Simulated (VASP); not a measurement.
A run of VASP 6.6.1 is set up as follows.

POSCAR

```
HfN
1.0
    2.8250300000      0.0000000000      0.0000000000
    0.0000000000      2.8250300000      0.0000000000
    0.0000000000      0.0000000000      2.8250300000
Hf N
1 1
Direct
    0.5000000000      0.5000000000      0.5000000000
    0.0000000000      0.0000000000      0.0000000000
```

The input INCAR.step1:

```
  PREC = Accurate
  ENCUT = 520
  EDIFF = 1E-5
  ISMEAR = -1
  SIGMA = 0.05
  LREAL = False
  LASPH = True
  NELM = 60
  ALGO = Normal
  ISIF = 2
  LWAVE = True
  LCHARG = False
  NBANDS = 14
  GGA = PE
```

File INCAR.step2:

```
  PREC = Accurate
  ENCUT = 520
  EDIFF = 1E-6
  ISMEAR = -1
  SIGMA = 0.05
  LREAL = False
  LASPH = True
  NELM = 60
  ALGO = Normal
  ISIF = 2
  LWAVE = False
  LCHARG = False
  GGA = PE
  LHFCALC = True
  AEXX = 0.25
  HFSCREEN = 0.3
  PRECFOCK = Normal
  NBANDS = 14
  ISTART = 1
```

The input KPOINTS:

```
Automatic mesh
0
Gamma
  5 5 5
```

Potentials or basis: VASP PAW PBE potentials, release 64 (Hf_pv, N).

Run with:

```console
$ cat potpaw_PBE.64/Hf_pv/POTCAR potpaw_PBE.64/N/POTCAR > POTCAR
$ cp INCAR.step1 INCAR
$ mpirun -np 1 vasp_std > vasp.out
$ cp INCAR.step2 INCAR
$ mpirun -np 1 vasp_std > vasp.out
```

Task: What does it give for the band gap on the k mesh?

Result: Zero (an odd number of electrons rules out a gap without spin polarisation).

Task: Estimate the pressure.

Result: -10.6 GPa.

Caveat: the k points lie up to 0.44 Å⁻¹ apart, too coarse for converged energies and pressures of a metal; the PAW data sets were made with another functional, which shifts forces and pressure a little; spin-orbit coupling is left out, which moves the levels of the heavy elements.
